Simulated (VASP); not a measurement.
Write the native input for VASP 6.6.1 that does the following.

```yaml
Task: single point
Functional: PBEsol
Potentials_or_basis: VASP PAW PBE potentials, release 64 (B, P)
Cutoff: 500 eV
k_mesh: 10 × 10 × 10
Occupations: gaussian, width 0.01 eV
Spin: no spin polarisation
Dipole_correction: no
Further_INCAR_settings: ALGO = Normal; EDIFF = 1e-06; NBANDS = 11
```

The structure of BP (pbesol) lies in POSCAR:

```
BP
1.0
    0.0000000000      2.2449175469      2.2449175469
    2.2449175469      0.0000000000      2.2449175469
    2.2449175469      2.2449175469      0.0000000000
B P
1 1
Direct
    0.0000000000      0.0000000000      0.0000000000
    0.2500000000      0.2500000000      0.2500000000
```

This cell differs from its parent crystal: volume scaled by 0.98.

One way to write it, as run:

INCAR

```
SYSTEM = BP
  ALGO = Normal
  EDIFF = 1E-6
  ENCUT = 500
  GGA = PS
  GGA_COMPAT = .False.
  ISIF = 2
  ISMEAR = 0
  LASPH = .True.
  LCHARG = .True.
  LELF = .True.
  LREAL = .False.
  LVHAR = .True.
  LWAVE = .False.
  NBANDS = 11
  NELM = 120
  PREC = Accurate
  SIGMA = 0.01
```

KPOINTS

```
k-points
0
Gamma
  10 10 10
  0 0 0
```

Potentials or basis: VASP PAW PBE potentials, release 64 (B, P).

Run with:

```console
$ cat potpaw_PBE.64/B/POTCAR potpaw_PBE.64/P/POTCAR > POTCAR
$ mpirun -np 1 vasp_std > vasp.out
```

Results of the run:

```json
{
  "Pressure": "3.7 GPa",
  "Band gap on the k mesh": "1.09 eV, indirect (least direct gap 3.41 eV)"
}
```

Caveat: the PAW data sets were made with another functional, which shifts forces and pressure a little.

It took 6.6 s on 1 thread of Intel Xeon 6975P-C (shared host), peak memory 0.14 GiB.
